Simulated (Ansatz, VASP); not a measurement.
One calculation of Sr3O, two programs

File INCAR:

```
PREC = Accurate
ENCUT = 520
EDIFF = 1E-6
ISMEAR = 0
SIGMA = 0.1
LREAL = False
LASPH = True
NELM = 100
ALGO = Normal
ISIF = 2
LWAVE = False
LCHARG = False
GGA = PE
NBANDS = 26
```

The input KPOINTS:

```
regular mesh
0
Gamma
  4 4 4
```

Contents of POSCAR:

```
Sr3O
1.0
    4.6680104780      0.0000000000      0.0000000000
    0.0000000000      4.6680104780      0.0000000000
    0.0000000000      0.0000000000      4.6200298455
Sr O
3 1
Direct
    0.0000000000      0.5000000000      0.5000000000
    0.5000000000      0.0000000000      0.5000000000
    0.5000000000      0.5000000000      0.0000000000
    0.0000000000      0.0000000000      0.0000000000
```

Input for Ansatz:

```yaml
crystal:
  lattice:
    - [4.668010478, 0.0, 0.0]
    - [0.0, 4.668010478, 0.0]
    - [0.0, 0.0, 4.6200298455]
  atoms:
    - { symbol: Sr, position: [0.0, 0.5, 0.5] }
    - { symbol: Sr, position: [0.5, 0.0, 0.5] }
    - { symbol: Sr, position: [0.5, 0.5, 0.0] }
    - { symbol: O, position: [0.0, 0.0, 0.0] }
basis:
  ecutwfc: 420
kpoints:
  mp_grid: { grid: [4, 4, 4] }
hamiltonian:
  xc: pbe
scf:
  occupations: { method: gaussian, width: 0.1 }
  lower_state_search: "off"
output:
  forces: true
  stress: true
  eigenvalues: true
```

Alike in both runs: task single point; functional PBE; k mesh 4 × 4 × 4; occupations gaussian, width 0.1 eV; no spin polarisation.

|  | VASP | Ansatz |
| --- | --- | --- |
| version | VASP 6.6.1 | Ansatz 0.2.0 |
| potentials or method | VASP PAW PBE potentials, release 64 (Sr_sv, O), cutoff 520 eV | scalar-relativistic, plane waves, PAW |
| valence electrons in the cell | 36 | 36 |

Ansatz gave:

| Item | Value |
| --- | --- |
| gap on the k mesh at the Fermi level (eV) | none |
| pressure (GPa) | 8.2 |
| traceless stress, the component that is largest in VASP (GPa) | -0.30 |

Question: Estimate VASP's values.

Answer: gap on the k mesh at the Fermi level (eV): none; pressure (GPa): 8.3; traceless stress, the component that is largest in VASP (GPa): -0.29.

A gap of «none» marks a metal or a gap that the smearing closes.
